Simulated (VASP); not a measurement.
# NbTe (P-6m2) in VASP: a series of runs

Runs on NbTe. Level: PBE. Tasks: single point.

All numbers are computed with VASP 6.6.1; they aren't measurements. Logs are shortened: lines on timing, memory, paths and dates and some standing lists are left out, and cuts for length are marked.

## (1) The cell of the first run

The structure is hexagonal, space group P-6m2 (No. 187). Conventional cell: a = 3.601 Å, b = 3.601 Å, c = 3.593 Å, α = 90.00°, β = 90.00°, γ = 120.00°. Within 3.6 Å of Nb (site symmetry -6m2) lie 6 Te at 2.75 Å and 2 Nb at 3.59 Å. Within 3.6 Å of Te (site symmetry -6m2) lie 6 Nb at 2.75 Å and 2 Te at 3.59 Å.

## (2) Single point, PBE

INCAR

```
PREC = Accurate
ENCUT = 520
EDIFF = 1E-6
ISMEAR = -1
SIGMA = 0.05
LREAL = False
LASPH = True
NELM = 60
ALGO = Normal
ISIF = 2
LWAVE = False
LCHARG = True
GGA = PE
LELF = True
LVHAR = True
NBANDS = 16
```

KPOINTS

```
Automatic mesh
0
Gamma
  9 9 8
```

POSCAR

```
NbTe
1.0
    3.6014711362      0.0000000000      0.0000000000
   -1.8007355681      3.1189659291      0.0000000000
    0.0000000000      0.0000000000      3.5929483403
Nb Te
1 1
Direct
    0.0000000000      0.0000000000      0.5000000000
    0.6666666667      0.3333333333      0.0000000000
```

Potentials or basis: VASP PAW PBE potentials, release 64 (Nb_sv, Te).

Run with:

```console
cat potpaw_PBE.64/Nb_sv/POTCAR potpaw_PBE.64/Te/POTCAR > POTCAR
mpirun -np 1 vasp_std > vasp.out
```

OUTCAR:

```text
PREC = Accurate
   ENCUT = 520
   EDIFF = 1E-6
   ISMEAR = -1
   LREAL = False
   LASPH = True
   NELM = 60
   ISIF = 2
   GGA = PE

 ion  position               nearest neighbor table
   1  0.000  0.000  0.500-   2 2.75   2 2.75   2 2.75   2 2.75   2 2.75   2 2.75
   2  0.667  0.333  0.000-   1 2.75   1 2.75   1 2.75   1 2.75   1 2.75   1 2.75

  LATTYP: Found a hexagonal cell.
 ALAT       =     3.6014711362
 C/A-ratio  =     0.9976335238

  Lattice vectors:

 A1 = (   3.6014711362,   0.0000000000,   0.0000000000)
 A2 = (  -1.8007355681,   3.1189659291,   0.0000000000)
 A3 = (   0.0000000000,   0.0000000000,   3.5929483403)

Analysis of symmetry for initial positions (statically):
=====================================================================
 Subroutine PRICEL returns:
 Original cell was already a primitive cell.

 Routine SETGRP: Setting up the symmetry group for a
 hexagonal supercell.

 Subroutine GETGRP returns: Found 12 space group operations
 (whereof 12 operations were pure point group operations)
 out of a pool of 24 trial point group operations.

The static configuration has the point symmetry D_3h.

Analysis of symmetry for dynamics (positions and initial velocities):
=====================================================================
 Subroutine PRICEL returns:
 Original cell was already a primitive cell.

 Routine SETGRP: Setting up the symmetry group for a
 hexagonal supercell.

 Subroutine GETGRP returns: Found 12 space group operations
 (whereof 12 operations were pure point group operations)
 out of a pool of 24 trial point group operations.

The dynamic configuration has the point symmetry D_3h.

 Subroutine INISYM returns: Found 12 space group operations
 (whereof 12 operations are pure point group operations),
 and found     1 'primitive' translations

----------------------------------------------------------------------------------------

                                     Primitive cell

  volume of cell :      40.3591

  direct lattice vectors                    reciprocal lattice vectors
     3.601471136  0.000000000  0.000000000     0.277664311  0.160309542  0.000000000
    -1.800735568  3.118965929  0.000000000     0.000000000  0.320619084  0.000000000
     0.000000000  0.000000000  3.592948340     0.000000000  0.000000000  0.278322955

  length of vectors
[... 80 lines left out ...]
   ENCUT  =  520.0 eV  38.22 Ry    6.18 a.u.   6.70  6.70  6.68*2*pi/ulx,y,z
   NELM   =     60;   NELMIN=  2; NELMDL= -5     # of ELM steps
   EDIFF  = 0.1E-05   stopping-criterion for ELM
   LREAL  =      F    real-space projection
   EDIFFG = 0.1E-04   stopping-criterion for IOM
   NSW    =      0    number of steps for IOM
   IBRION =     -1    ionic relax: 0-MD 1-quasi-New 2-CG
   NFREE  =      0    steps in history (QN), initial steepest desc. (CG)
   ISIF   =      2    stress and relaxation
   ISYM   =      2    0-nonsym 1-usesym 2-fastsym
   POTIM  = 0.5000    time-step for ionic-motion
   TEBEG  =    0.0;   TEEND  =   0.0 temperature during run
   PSTRESS=    0.0 pullay stress
   NELECT =      19.0000    total number of electrons
   NUPDOWN=      -1.0000    fix difference up-down
   EMIN   =  10.00;   EMAX   =-10.00  energy-range for DOS
   EFERMI =   0.00;   METHOD = LEGACY
   ISMEAR =    -1;   SIGMA  =   0.05  broadening in eV -4-tet -1-fermi 0-gaus
   EFERMI_NEDOS =   21; number of points for ismear=-14 and -15
   IALGO  =     38    algorithm
   IMIX   =      4    mixing-type and parameters
     AMIX     =   0.40;   BMIX     =  1.00
     AMIX_MAG =   1.60;   BMIX_MAG =  1.00
  volume/ion in A,a.u.               =      20.18       136.18
  Fermi-wavevector in a.u.,A,eV,Ry     =   1.273539  2.406639 22.067304  1.621901
  Thomas-Fermi vector in A             =   2.406357
   LORBIT       =      0    0 simple, 1 ext, 2 COOP (PROOUT), +10 PAW based schemes
   GGA     = PE    functional components
   LHFCALC =     F    Hartree Fock is set to
   AEXX    =    0.0000 exact exchange contribution
   IVDW    =     0    specifies the selected vdW correction
   LEPSILON=     F    determine dielectric tensor
   LRPA    =     F    only Hartree local field effects (RPA)
 non-spin polarized calculation
  energy-cutoff  :      520.00
  volume of cell :       40.36
 maximum number of plane-waves:      1113
 NGX is ok and might be reduce to    28
   NGX = 13   NGY = 13   NGZ = 13

 number of electron      19.0000001 magnetization

 Free energy of the ion-electron system (eV)
  ---------------------------------------------------
  ext. energy  EPLUGINS =         0.00000000
  ---------------------------------------------------
  free energy    TOTEN  =       -13.53205911 eV

  energy without entropy =      -13.52136279  energy(sigma->0) =      -13.52671095

 E-fermi :  12.2441     XC(G=0): -11.6839

 val. band max:       12.2169003765   @ k =   0.3333   0.0000   0.1250
 cond. band min:      12.2502474426   @ k =   0.1111   0.1111   0.0000
 fundamental gap:      0.0333470661
 Fermi energy:        12.2441383053

 k-point     1 :       0.0000    0.0000    0.0000
  band No.  band energies     occupation
      1     -43.2029      2.00000
      2     -19.4292      2.00000
      3     -19.2285      2.00000
      4     -19.2285      2.00000
      5      -2.5062      2.00000
      6       8.8912      2.00000
[... 433 lines left out ...]
      3     -19.3732      2.00000
      4     -19.3418      2.00000
      5      -0.2386      2.00000
      6       5.6187      2.00000
[... 8 lines left out ...]
     15      19.7704      0.00000
     16      20.0646      0.00000

 [... further k-points ...]

------------------------ aborting loop because EDIFF is reached ----------------------------------------

  FORCE on cell =-STRESS in cart. coord.  units (eV):
  Direction    XX          YY          ZZ          XY          YZ          ZX
  --------------------------------------------------------------------------------------
  -------------------------------------------------------------------------------------
  Total        2.4852531      2.4852538      3.5056076      0.0000000      0.0000000      0.0000000
  in kB       98.6596716     98.6596991    139.1657413      0.0000000      0.0000000      0.0000000
  external PRESSURE =     112.1617040 kB  Pullay stress =       0.0000000 kB

 VOLUME and BASIS-vectors are now :
 -----------------------------------------------------------------------------
  energy-cutoff  :      520.00
  volume of cell :       40.36
      direct lattice vectors                 reciprocal lattice vectors
     3.601471136  0.000000000  0.000000000     0.277664311  0.160309542  0.000000000
    -1.800735568  3.118965929  0.000000000     0.000000000  0.320619084  0.000000000
     0.000000000  0.000000000  3.592948340     0.000000000  0.000000000  0.278322955

 POSITION                                       TOTAL-FORCE (eV/Angst)
 -----------------------------------------------------------------------------------
      0.00000      0.00000      1.79647         0.000000      0.000000      0.000000
      1.80074      1.03966      0.00000        -0.000000     -0.000000      0.000000
 -----------------------------------------------------------------------------------
    total drift:                               -0.000000     -0.000008     -0.000000

  FREE ENERGIE OF THE ION-ELECTRON SYSTEM (eV)
  ---------------------------------------------------
  free  energy   TOTEN  =       -13.5320591103 eV

  energy  without entropy=      -13.5213627875  energy(sigma->0) =      -13.52671095
```

OSZICAR:

```text
N       E                     dE             d eps       ncg     rms          rms(c)
DAV:   1     0.153075045881E+03    0.15308E+03   -0.96375E+03  1920   0.110E+03
DAV:   2    -0.392007079316E+01   -0.15700E+03   -0.15300E+03  2456   0.374E+02
DAV:   3    -0.136800002334E+02   -0.97599E+01   -0.96200E+01  3552   0.698E+01
DAV:   4    -0.138801155441E+02   -0.20012E+00   -0.19996E+00  2272   0.978E+00
DAV:   5    -0.138870666991E+02   -0.69512E-02   -0.69502E-02  3176   0.185E+00    0.800E+00
DAV:   6    -0.135583210458E+02    0.32875E+00   -0.10057E+00  3008   0.898E+00    0.365E+00
DAV:   7    -0.135370379828E+02    0.21283E-01   -0.61397E-02  2344   0.185E+00    0.179E+00
DAV:   8    -0.135319812216E+02    0.50568E-02   -0.19253E-02  3024   0.984E-01    0.259E-01
DAV:   9    -0.135320023660E+02   -0.21144E-04   -0.11812E-03  2320   0.277E-01    0.123E-01
DAV:  10    -0.135320656791E+02   -0.63313E-04   -0.22865E-04  3088   0.159E-01    0.235E-02
DAV:  11    -0.135320590524E+02    0.66267E-05   -0.11796E-05  2464   0.338E-02    0.101E-02
DAV:  12    -0.135320591103E+02   -0.57930E-07   -0.54167E-07  1840   0.787E-03
   1 F= -.13532059E+02 E0= -.13526711E+02  d E =-.106963E-01
```

stdout:

```text
POSCAR found type information on POSCAR NbTe
 POSCAR found :  2 types and       2 ions
 scaLAPACK will be used
 LDA part: xc-table for (Slater+PW92), standard interpolation
 POSCAR, INCAR and KPOINTS ok, starting setup
 FFT: planning ... GRIDC
 FFT: planning ... GRID_SOFT
 FFT: planning ... GRID
 WAVECAR not read
 entering main loop
```

It took 25 s on 1 thread of Intel Xeon 6975P-C, shared host; peak memory 0.18 GiB.

Results:

| Quantity | Value |
| --- | --- |
| Free energy | -13.5321 eV |
| Pressure | 11.2 GPa |

Levels at points of the mesh, in eV from the Fermi level:
| k point | band 5 | band 6 | band 7 | band 8 | band 9 | band 10 | band 11 | band 12 | band 13 | band 14 |
| --- | --- | --- | --- | --- | --- | --- | --- | --- | --- | --- |
| (0.00, 0.00, 0.00) | -14.75 | -3.35 | -3.35 | -3.35 | -2.28 | 0.17 | 0.17 | 2.82 | 2.82 | 3.43 |
| (0.00, 0.00, 0.50) | -13.15 | -7.98 | -2.73 | -2.73 | -1.09 | -1.09 | 0.80 | 1.85 | 1.85 | 5.76 |

Caveat: spin-orbit coupling is left out, which moves the levels of the heavy elements.

## (3) Single point, PBE

This run uses another cell than the first one, of 21.06 Å³/atom, 1.043 times its volume.

INCAR

```
SYSTEM = NbTe
PREC = Accurate
ENCUT = 520
EDIFF = 1E-6
ISMEAR = -1
SIGMA = 0.05
LREAL = .FALSE.
LASPH = .TRUE.
NELM = 100
ALGO = Normal
ISIF = 2
LWAVE = .FALSE.
LCHARG = .FALSE.
GGA = PE
NBANDS = 16
```

KPOINTS

```
regular mesh
0
G
  9 9 8
  0 0 0
```

POSCAR

```
NbTe
1.0
    3.6529276759      0.0000000000      0.0000000000
   -1.8264638379      3.1635286059      0.0000000000
    0.0000000000      0.0000000000      3.6442831093
Nb Te
1 1
Direct
    0.0000000000      0.0000000000      0.5000000000
    0.6666666667      0.3333333333      0.0000000000
```

Potentials or basis: VASP PAW PBE potentials, release 64 (Nb_sv, Te).

Run with:

```console
cat potpaw_PBE.64/Nb_sv/POTCAR potpaw_PBE.64/Te/POTCAR > POTCAR
mpirun -np 1 vasp_std > vasp.out
```

Wall time 22 s (1 thread of Intel Xeon 6975P-C, shared host); peak memory 0.18 GiB.

The run converged. Its results:

| Item | Value |
| --- | --- |
| Free energy | -13.6174 eV |
| Pressure | 4.5 GPa |

Stress tensor (GPa, compression positive):
```
3.83 0.00 0.00
0.00 3.83 0.00
0.00 0.00 5.97
```

Levels at points of the mesh, in eV from the Fermi level:
| k point | band 6 | band 7 | band 8 | band 9 | band 10 | band 11 | band 12 | band 13 |
| --- | --- | --- | --- | --- | --- | --- | --- | --- |
| (0.00, 0.00, 0.00) | -3.23 | -3.23 | -3.15 | -2.30 | 0.16 | 0.16 | 2.64 | 2.64 |
| (0.00, 0.00, 0.50) | -7.74 | -2.65 | -2.65 | -1.01 | -1.01 | 0.75 | 1.76 | 1.76 |

Caveat: spin-orbit coupling is left out, which moves the levels of the heavy elements.

## (4) Single point, PBE

This run uses another cell than the first one, of 21.93 Å³/atom, 1.087 times its volume.

INCAR

```
PREC = Accurate
ENCUT = 520
EDIFF = 1E-6
ISMEAR = -1
SIGMA = 0.05
LREAL = False
LASPH = True
NELM = 80
ALGO = Normal
ISIF = 2
LWAVE = False
LCHARG = False
GGA = PE
NBANDS = 16
```

KPOINTS

```
Automatic mesh
0
Gamma
  9 9 8
```

POSCAR

```
NbTe
1.0
    3.7029740000      0.0000000000      0.0000000000
   -1.8514870000      3.2068700000      0.0000000000
    0.0000000000      0.0000000000      3.6942110000
Nb Te
1 1
Direct
    0.0000000000      0.0000000000      0.5000000000
    0.6666666667      0.3333333333      0.0000000000
```

Run with:

```console
cat potpaw_PBE.64/Nb_sv/POTCAR potpaw_PBE.64/Te/POTCAR > POTCAR
mpirun -np 1 vasp_std > vasp.out
```

Wall time 20 s (1 thread of Intel Xeon 6975P-C, shared host); peak memory 0.18 GiB.

Results (log left out):

| Item | Value |
| --- | --- |
| Free energy | -13.6374 eV |
| Pressure | -0.8 GPa |

Stress tensor (GPa, compression positive):
```
-0.98  0.00  0.00
 0.00 -0.98  0.00
 0.00  0.00 -0.38
```

Levels at points of the mesh, in eV from the Fermi level:
| k point | band 5 | band 6 | band 7 | band 8 | band 9 | band 10 | band 11 | band 12 | band 13 | band 14 |
| --- | --- | --- | --- | --- | --- | --- | --- | --- | --- | --- |
| (0.00, 0.00, 0.00) | -14.21 | -3.12 | -3.12 | -2.96 | -2.31 | 0.16 | 0.16 | 2.47 | 2.47 | 2.88 |
| (0.00, 0.00, 0.50) | -12.87 | -7.51 | -2.58 | -2.58 | -0.95 | -0.95 | 0.70 | 1.68 | 1.68 | 5.32 |

Caveat: spin-orbit coupling is left out, which moves the levels of the heavy elements.

## (5) Single point, PBE

This run uses another cell than the first one, of 22.81 Å³/atom, 1.130 times its volume.

INCAR

```
SYSTEM = NbTe
ALGO = Normal
EDIFF = 1E-6
ENCUT = 520
GGA = PE
ISIF = 2
ISMEAR = -1
LASPH = .True.
LCHARG = .False.
LREAL = .False.
LWAVE = .False.
NBANDS = 16
NELM = 100
PREC = Accurate
SIGMA = 0.05
```

KPOINTS

```
k-points
0
Gamma
  9 9 8
  0 0 0
```

POSCAR

```
NbTe
1.0
    3.7517029302      0.0000000000      0.0000000000
   -1.8758514651      3.2490704973      0.0000000000
    0.0000000000      0.0000000000      3.7428246143
Nb Te
1 1
Direct
    0.0000000000      0.0000000000      0.5000000000
    0.6666666667      0.3333333333      0.0000000000
```

Run with:

```console
cat potpaw_PBE.64/Nb_sv/POTCAR potpaw_PBE.64/Te/POTCAR > POTCAR
mpirun -np 1 vasp_std > vasp.out
```

It took 26 s on 1 thread of Intel Xeon 6975P-C, shared host; peak memory 0.19 GiB.

Results (log left out):

| Property | Result |
| --- | --- |
| Free energy | -13.6053 eV |
| Pressure | -5.0 GPa |

Stress tensor (GPa, compression positive):
```
-4.80  0.00  0.00
 0.00 -4.80  0.00
 0.00  0.00 -5.44
```

Levels at points of the mesh, in eV from the Fermi level:
| k point | band 7 | band 8 | band 9 | band 10 | band 11 | band 12 |
| --- | --- | --- | --- | --- | --- | --- |
| (0.00, 0.00, 0.00) | -3.02 | -2.79 | -2.31 | 0.15 | 0.15 | 2.32 |
| (0.00, 0.00, 0.50) | -2.52 | -2.52 | -0.89 | -0.89 | 0.65 | 1.60 |

Caveat: spin-orbit coupling is left out, which moves the levels of the heavy elements.

(Continued in part 2 of 2.)
